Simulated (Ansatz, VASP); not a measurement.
**In in VASP and in Ansatz**

```
In
1.0
     3.27333    0.00000    0.00000
    -1.63667    2.83479    0.00000
     0.00000    0.00000    5.32920
In
2
Direct
  0.33333 0.66667 0.25000
  0.66667 0.33333 0.75000
```

Alike in both runs: functional LDA; k mesh 11 × 11 × 6; occupations fermi-dirac, width 0.1 eV; no spin polarisation.

Ansatz relaxed the structure, and its values are those at the end. VASP's run is a single point on that final structure, the one shown.

|  | VASP | Ansatz |
| --- | --- | --- |
| version | VASP 6.6.1 | Ansatz 0.2.0 |
| potentials or method | VASP PAW LDA potentials, release 64 (In_d), cutoff 520 eV | plane waves (420 eV) with PAW, scalar-relativistic |
| valence electrons in the cell | 26 | 26 |

|  | VASP | Ansatz | Ansatz less VASP |
| --- | --- | --- | --- |
| pressure (GPa) | 0.1 | 0.0 | -0.06 |

Ansatz warns that its potentials were made for another functional, while VASP's fit it. LDA's correlation is that of Perdew and Zunger in VASP and of Perdew and Wang (1992) in Ansatz.
